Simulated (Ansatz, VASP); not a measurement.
# LaZn: VASP beside Ansatz

Contents of INCAR:

```
SYSTEM = LaZn
PREC = Accurate
ENCUT = 520
EDIFF = 1E-6
ISMEAR = -1
SIGMA = 0.05
LREAL = .False.
LASPH = .True.
NELM = 100
ALGO = Normal
ISIF = 2
LWAVE = .False.
LCHARG = .False.
NBANDS = 18
```

Contents of KPOINTS:

```
Automatic mesh
0
Gamma
  9 9 9
  0 0 0
```

File POSCAR:

```
LaZn
1.0
    3.7248314564      0.0000000000      0.0000000000
    0.0000000000      3.7248314564      0.0000000000
    0.0000000000      0.0000000000      3.7248314564
La Zn
1 1
Direct
    0.5000000000      0.5000000000      0.5000000000
    0.0000000000      0.0000000000      0.0000000000
```

Input for Ansatz:

```yaml
crystal:
  lattice:
    - [3.7248314564, 0.0, 0.0]
    - [0.0, 3.7248314564, 0.0]
    - [0.0, 0.0, 3.7248314564]
  atoms:
    - { symbol: La, position: [0.5, 0.5, 0.5] }
    - { symbol: Zn, position: [0.0, 0.0, 0.0] }
kpoints:
  mp_grid: { grid: [9, 9, 9] }
  band_path:
    path:
      - [0.0, 0.0, 0.0]
      - [0.0, 0.5, 0.0]
      - [0.5, 0.5, 0.0]
      - [0.0, 0.0, 0.0]
      - [0.5, 0.5, 0.5]
      - [0.0, 0.5, 0.0]
      - [0.5, 0.5, 0.5]
      - [0.5, 0.5, 0.0]
    npoints: 5
scf:
  occupations: { method: fermi_dirac, width: 0.05 }
hamiltonian:
  xc: lda
  pseudopotentials: { kind: all_electron, lapw: { basis_error: 0.001 } }
output:
  forces: true
  stress: true
  eigenvalues: true
```

Change from the starting cell: volume scaled by 0.98.

Alike in both runs: task single point; functional LDA; k mesh 9 × 9 × 9; occupations fermi-dirac, width 0.05 eV; no spin polarisation.

|  | VASP | Ansatz |
| --- | --- | --- |
| version | VASP 6.6.1 | Ansatz 0.2.0 |
| potentials or method | VASP PAW LDA potentials, release 64 (La, Zn), cutoff 520 eV | all-electron LAPW, scalar-relativistic |

```csv
,VASP,Ansatz,Ansatz less VASP
pressure (GPa),-3.2,-3.2,0.00
```

LDA's correlation is that of Perdew and Zunger in VASP and of Perdew and Wang (1992) in Ansatz. Ansatz ran all-electron here, and VASP with PAW potentials.

Spin-orbit coupling is off throughout.
